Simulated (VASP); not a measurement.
# Ti3Al (P-6m2) in VASP: further runs, part 2 of 2

VASP 6.6.1.

**4. Single point, PBE**

Input file INCAR:

```
PREC = Accurate ; ENCUT = 520
EDIFF = 1E-6 ; ISMEAR = 0
SIGMA = 0.15 ; LREAL = False
LASPH = True ; NELM = 80
ALGO = Fast ; ISIF = 2
LWAVE = False ; LCHARG = True
GGA = PE ; LELF = True
LVHAR = True ; NBANDS = 28
```

Input file KPOINTS:

```
Automatic mesh
0
Gamma
  15 15 6
```

Input file POSCAR:

```
Ti3Al
1.0
    2.9297375378      0.0000000000      0.0000000000
   -1.4648687689      2.5372271341      0.0000000000
    0.0000000000      0.0000000000      9.2315308735
Ti Al
3 1
Direct
    0.6666666667      0.3333333333      0.0000000000
    0.3333333333      0.6666666667      0.7450413502
    0.3333333333      0.6666666667      0.2549586498
    0.6666666667      0.3333333333      0.5000000000
```

Potentials or basis: VASP PAW PBE potentials, release 64 (Ti_sv, Al).

The run is started by

```bash
$ cat potpaw_PBE.64/Ti_sv/POTCAR potpaw_PBE.64/Al/POTCAR > POTCAR
$ mpirun -np 1 vasp_std > vasp.out
```

OUTCAR:

```text
PREC = Accurate
   ENCUT = 520
   EDIFF = 1E-6
   ISMEAR = 0
   LREAL = False
   LASPH = True
   NELM = 80
   ISIF = 2
   GGA = PE

 ion  position               nearest neighbor table
   1  0.667  0.333  0.000-   2 2.90   3 2.90   2 2.90   3 2.90   2 2.90   3 2.90
   2  0.333  0.667  0.745-   4 2.82   4 2.82   4 2.82   1 2.90   1 2.90   1 2.90
   3  0.333  0.667  0.255-   4 2.82   4 2.82   4 2.82   1 2.90   1 2.90   1 2.90
   4  0.667  0.333  0.500-   2 2.82   3 2.82   2 2.82   3 2.82   2 2.82   3 2.82

  LATTYP: Found a hexagonal cell.
 ALAT       =     2.9297375378
 C/A-ratio  =     3.1509753875

  Lattice vectors:

 A1 = (   2.9297375378,   0.0000000000,   0.0000000000)
 A2 = (  -1.4648687689,   2.5372271341,   0.0000000000)
 A3 = (   0.0000000000,   0.0000000000,   9.2315308735)

Analysis of symmetry for initial positions (statically):
=====================================================================
 Subroutine PRICEL returns:
 Original cell was already a primitive cell.

 Routine SETGRP: Setting up the symmetry group for a
 hexagonal supercell.

 Subroutine GETGRP returns: Found 12 space group operations
 (whereof 12 operations were pure point group operations)
 out of a pool of 24 trial point group operations.

The static configuration has the point symmetry D_3h.

Analysis of symmetry for dynamics (positions and initial velocities):
=====================================================================
 Subroutine PRICEL returns:
 Original cell was already a primitive cell.

 Routine SETGRP: Setting up the symmetry group for a
 hexagonal supercell.

 Subroutine GETGRP returns: Found 12 space group operations
 (whereof 12 operations were pure point group operations)
 out of a pool of 24 trial point group operations.

The dynamic configuration has the point symmetry D_3h.

[... 119 lines left out ...]
   IALGO  =     68    algorithm
   IMIX   =      4    mixing-type and parameters
     AMIX     =   0.40;   BMIX     =  1.00
     AMIX_MAG =   1.60;   BMIX_MAG =  1.00
  volume/ion in A,a.u.               =      17.16       115.77
  Fermi-wavevector in a.u.,A,eV,Ry     =   1.356050  2.562563 25.019375  1.838872
  Thomas-Fermi vector in A             =   2.483086
   LORBIT       =      0    0 simple, 1 ext, 2 COOP (PROOUT), +10 PAW based schemes
   GGA     = PE    functional components
   LHFCALC =     F    Hartree Fock is set to
   AEXX    =    0.0000 exact exchange contribution
   IVDW    =     0    specifies the selected vdW correction
   LEPSILON=     F    determine dielectric tensor
   LRPA    =     F    only Hartree local field effects (RPA)
 non-spin polarized calculation
 RMM-DIIS sequential band-by-band and
 Gauss-broadening in eV      SIGMA  =   0.15
  energy-cutoff  :      520.00
  volume of cell :       68.62
 maximum number of plane-waves:      1907
 NGX is ok and might be reduce to    24
   NGX = 11   NGY = 11   NGZ = 35

 number of electron      38.9999993 magnetization

 Free energy of the ion-electron system (eV)
  ---------------------------------------------------
  ext. energy  EPLUGINS =         0.00000000
  ---------------------------------------------------
  free energy    TOTEN  =       -27.77120809 eV

  energy without entropy =      -27.72480864  energy(sigma->0) =      -27.74800837

 E-fermi :   7.9451     XC(G=0): -11.1870

 val. band max:        7.9414640032   @ k =   0.1333   0.0000   0.1667
 cond. band min:       7.9482167713   @ k =   0.2667   0.0667   0.5000
 fundamental gap:      0.0067527681
 Fermi energy:         7.9450648349

 k-point     1 :       0.0000    0.0000    0.0000
  band No.  band energies     occupation
      1     -48.8018      2.00000
      2     -48.7280      2.00000
      3     -48.7014      2.00000
      4     -25.2841      2.00000
      5     -25.0384      2.00000
      6     -24.8096      2.00000
[... 733 lines left out ...]
     27      10.7427      0.00000
     28      11.3563      0.00000

 [... further k-points ...]

------------------------ aborting loop because EDIFF is reached ----------------------------------------

  FORCE on cell =-STRESS in cart. coord.  units (eV):
  Direction    XX          YY          ZZ          XY          YZ          ZX
  --------------------------------------------------------------------------------------
  -------------------------------------------------------------------------------------
  Total       -0.1129951     -0.1129951      0.2736113      0.0000000     -0.0000000      0.0000000
  in kB       -2.6382040     -2.6382040      6.3882635      0.0000000     -0.0000000      0.0000000
  external PRESSURE =       0.3706185 kB  Pullay stress =       0.0000000 kB

 VOLUME and BASIS-vectors are now :
 -----------------------------------------------------------------------------
  energy-cutoff  :      520.00
  volume of cell :       68.62
      direct lattice vectors                 reciprocal lattice vectors
     2.929737538  0.000000000  0.000000000     0.341327504  0.197065526  0.000000000
    -1.464868769  2.537227134  0.000000000     0.000000000  0.394131052  0.000000000
     0.000000000  0.000000000  9.231530874     0.000000000  0.000000000  0.108324395

 POSITION                                       TOTAL-FORCE (eV/Angst)
 -----------------------------------------------------------------------------------
      1.46487      0.84574      0.00000        -0.000000      0.000000      0.000000
     -0.00000      1.69148      6.87787         0.000000     -0.000000      0.398647
     -0.00000      1.69148      2.35366         0.000000     -0.000000     -0.398647
      1.46487      0.84574      4.61577        -0.000000     -0.000000      0.000000
 -----------------------------------------------------------------------------------
    total drift:                                0.000000     -0.000000      0.000000

  FREE ENERGIE OF THE ION-ELECTRON SYSTEM (eV)
  ---------------------------------------------------
  free  energy   TOTEN  =       -27.7712080930 eV

  energy  without entropy=      -27.7248086448  energy(sigma->0) =      -27.74800837
```

OSZICAR:

```text
N       E                     dE             d eps       ncg     rms          rms(c)
DAV:   1     0.467251570458E+03    0.46725E+03   -0.19637E+04  6048   0.162E+03
DAV:   2     0.263376557854E+02   -0.44091E+03   -0.43284E+03  6132   0.495E+02
DAV:   3    -0.258141258036E+02   -0.52152E+02   -0.50890E+02 10548   0.143E+02
[... 35 lines left out ...]
RMM:  39    -0.277712075139E+02   -0.19425E-05   -0.18011E-05  6315   0.139E-02    0.572E-02
RMM:  40    -0.277712070983E+02    0.41554E-06   -0.15493E-05  6802   0.139E-02    0.557E-02
RMM:  41    -0.277712059088E+02    0.11895E-05   -0.12225E-05  7306   0.138E-02    0.535E-02
RMM:  42    -0.277712079582E+02   -0.20494E-05   -0.10450E-05  6451   0.116E-02    0.544E-02
RMM:  43    -0.277712080930E+02   -0.13475E-06   -0.78102E-06  6029   0.103E-02
   1 F= -.27771208E+02 E0= -.27748008E+02  d E =-.463994E-01
```

stdout:

```text
POSCAR found type information on POSCAR TiAl
 POSCAR found :  2 types and       4 ions
 scaLAPACK will be used
 LDA part: xc-table for (Slater+PW92), standard interpolation
 POSCAR, INCAR and KPOINTS ok, starting setup
 FFT: planning ... GRIDC
 FFT: planning ... GRID_SOFT
 FFT: planning ... GRID
 WAVECAR not read
 entering main loop
WARNING in EDDRMM: call to ZHEGV failed, returncode =   8  4      7
WARNING in EDDRMM: call to ZHEGV failed, returncode =   8  4      6
WARNING in EDDRMM: call to ZHEGV failed, returncode =   6  3     15
WARNING in EDDRMM: call to ZHEGV failed, returncode =   6  3     15
WARNING in EDDRMM: call to ZHEGV failed, returncode =   8  4      8
WARNING in EDDRMM: call to ZHEGV failed, returncode =   8  4     15
WARNING in EDDRMM: call to ZHEGV failed, returncode =   6  3     14
WARNING in EDDRMM: call to ZHEGV failed, returncode =   6  3      9
WARNING in EDDRMM: call to ZHEGV failed, returncode =   8  4      8
WARNING in EDDRMM: call to ZHEGV failed, returncode =   8  4     17
WARNING in EDDRMM: call to ZHEGV failed, returncode =   8  4     23
WARNING in EDDRMM: call to ZHEGV failed, returncode =   8  4      5
WARNING in EDDRMM: call to ZHEGV failed, returncode =   8  4     12
WARNING in EDDRMM: call to ZHEGV failed, returncode =   6  3      9
WARNING in EDDRMM: call to ZHEGV failed, returncode =   6  3     11
WARNING in EDDRMM: call to ZHEGV failed, returncode =   6  3     21
WARNING in EDDRMM: call to ZHEGV failed, returncode =   6  3     16
WARNING in EDDRMM: call to ZHEGV failed, returncode =   6  3     13
```

It took 10 min on 1 thread of Intel Xeon Platinum 8488C (Sapphire Rapids), shared host; peak memory 0.32 GiB.

What came out:

| Property | Result |
| --- | --- |
| Free energy | -27.7712 eV |
| Pressure | 0.0 GPa |
| Largest force | 0.399 eV/Å |
| Band gap on the k mesh | zero (an odd number of electrons rules out a gap without spin polarisation) |

Forces on the atoms (eV/Å):
```
Ti   0.000  0.000  0.000
Ti   0.000  0.000  0.399
Ti   0.000  0.000 -0.399
Al   0.000  0.000  0.000
```

Stress tensor (GPa, compression positive):
```
-0.26  0.00  0.00
 0.00 -0.26  0.00
 0.00  0.00  0.64
```

**5. Single point, PBE**

Input file INCAR:

```
SYSTEM = Ti3Al
  ALGO = Fast
  EDIFF = 1E-6
  ENCUT = 520
  GGA = PE
  ISIF = 2
  ISMEAR = 0
  LASPH = .True.
  LCHARG = .True.
  LELF = .True.
  LREAL = .False.
  LVHAR = .True.
  LWAVE = .False.
  NBANDS = 28
  NELM = 100
  PREC = Accurate
  SIGMA = 0.15
```

Input file KPOINTS:

```
k-points
0
Gamma
  15 15 6
  0 0 0
```

Input file POSCAR:

```
Ti3Al
1.0
    2.8794395691      0.0000000000      0.0000000000
   -1.4397197845      2.4936678155      0.0000000000
    0.0000000000      0.0000000000      9.5568599297
Ti Al
3 1
Direct
    0.6666666667      0.3333333333      0.0000000000
    0.3333333333      0.6666666667      0.7558737898
    0.3333333333      0.6666666667      0.2441262102
    0.6666666667      0.3333333333      0.5000000000
```

The run is started by

```bash
$ cat potpaw_PBE.64/Ti_sv/POTCAR potpaw_PBE.64/Al/POTCAR > POTCAR
$ mpirun -np 1 vasp_std > vasp.out
```

It took 11 min on 1 thread of Intel Xeon Platinum 8488C (Sapphire Rapids), shared host; peak memory 0.31 GiB.

The run converged. Its results:

```
Free energy            : -27.7063 eV
Pressure               : 0.0 GPa
Largest force          : 0.443 eV/Å
Band gap on the k mesh : zero (an odd number of electrons rules out a gap without spin polarisation)
```

Forces on the atoms (eV/Å):
```
Ti   0.000  0.000  0.000
Ti   0.000  0.000 -0.443
Ti   0.000  0.000  0.443
Al   0.000  0.000  0.000
```

Stress tensor (GPa, compression positive):
```
 2.69  0.00  0.00
 0.00  2.69  0.00
 0.00  0.00 -5.50
```

Levels at points of the mesh, in eV from the Fermi level:
```
           k point  band 17  band 18  band 19  band 20  band 21  band 22  band 23  band 24
(0.00, 0.00, 0.00)    -1.24     0.30     0.57     0.90     0.90     0.97     0.97     1.24
(0.00, 0.00, 0.50)    -1.38     0.27     0.59     0.90     0.90     0.96     0.96     1.24
```

**6. Overview**

```csv
cell,gap on the mesh (eV),pressure (GPa),largest force (eV/Å)
"a = 2.904, b = 2.904, c = 9.395 Å, angles 90.0, 90.0, 120.0°, 4 atoms, atomic positions A",none,0.5,0.79
"a = 2.956, b = 2.956, c = 9.067 Å, angles 90.0, 90.0, 120.0°, 4 atoms, atomic positions B",none,0.4,0.86
"a = 2.930, b = 2.930, c = 9.232 Å, angles 90.0, 90.0, 120.0°, 4 atoms, atomic positions C",none,0.0,0.40
"a = 2.879, b = 2.879, c = 9.557 Å, angles 90.0, 90.0, 120.0°, 4 atoms, atomic positions D",none,0.0,0.44
```

Alike in all rows: task single point; level PBE; potentials or basis VASP PAW PBE potentials, release 64 (Ti_sv, Al); no spin polarisation; k mesh 15 × 15 × 6; cutoff (eV) 520; smearing gaussian 0.15 eV.

Total energies depend on the potentials used, so only differences within one code and one set of settings carry meaning.
